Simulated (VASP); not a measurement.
Wanted: the native input for a VASP 6.6.1 run.

```
Task                   : single point
Functional             : PBE
Potentials or basis    : VASP PAW PBE potentials, release 64 (Al, N)
Cutoff                 : 520 eV
k mesh                 : 8 × 8 × 2
Occupations            : gaussian, width 0.05 eV
Spin                   : no spin polarisation
Dipole correction      : no
Further INCAR settings : ALGO = Normal; EDIFF = 1e-07; NBANDS = 36
```

The structure of AlN lies in POSCAR:

```
AlN
1.0
    2.1839935596     -2.1839935596      0.0000000000
    2.1839935596      0.0000000000     -2.1839935596
    9.8279710182      8.1899758485      8.1899758485
Al N
6 6
Direct
    0.6510500000      0.6510500000      0.0624666667
   -0.2239500000     -0.2239500000      0.8958000000
    0.2760500000      0.2760500000      0.2291333333
    0.5260500000      0.5260500000      0.5624666667
   -0.0989500000     -0.0989500000      0.3958000000
    0.1510500000      0.1510500000      0.7291333333
    0.5573000000      0.5573000000      0.4374666667
    0.9323000000      0.9323000000      0.2708000000
    0.1823000000      0.1823000000      0.6041333333
    0.4323000000      0.4323000000      0.9374666667
   -0.1927000000     -0.1927000000      0.7708000000
    0.3073000000      0.3073000000      0.1041333333
```

One way to write it, as run:

INCAR

```
ALGO     = Normal         # electronic algorithm
EDIFF    = 1E-7           # SCF threshold, eV
ENCUT    = 520            # plane-wave cutoff, eV
GGA      = PE             # functional
ISIF     = 2              # what is computed and relaxed
ISMEAR   = 0              # smearing method
LASPH    = T              # aspherical terms in the spheres
LCHARG   = T              # write CHGCAR
LELF     = T              # ELF
LREAL    = F              # projectors in reciprocal space
LVHAR    = T            
LWAVE    = F              # write WAVECAR
NBANDS   = 36             # bands
NELM     = 60             # most SCF steps
PREC     = Accurate       # precision mode
SIGMA    = 0.05           # smearing width, eV
```

KPOINTS

```
k-points
0
Gamma
  8 8 2
```

Potentials or basis: VASP PAW PBE potentials, release 64 (Al, N).

Command:

```console
$ cat potpaw_PBE.64/Al/POTCAR potpaw_PBE.64/N/POTCAR > POTCAR
$ mpirun -np 1 vasp_std > vasp.out
```

Results of the run:

```json
{
 "Pressure": "4.5 GPa",
 "Largest force": "1.574 eV/Å",
 "Band gap on the k mesh": "2.59 eV (least direct gap 2.68 eV)"
}
```

Caveat: the cell stands under pressure; forces of over 1 eV/Å act on the atoms, so gaps and moduli don't describe the material at rest.

It took 5.1 min on 1 thread of Intel Xeon 8259CL (shared host), peak memory 0.32 GiB.
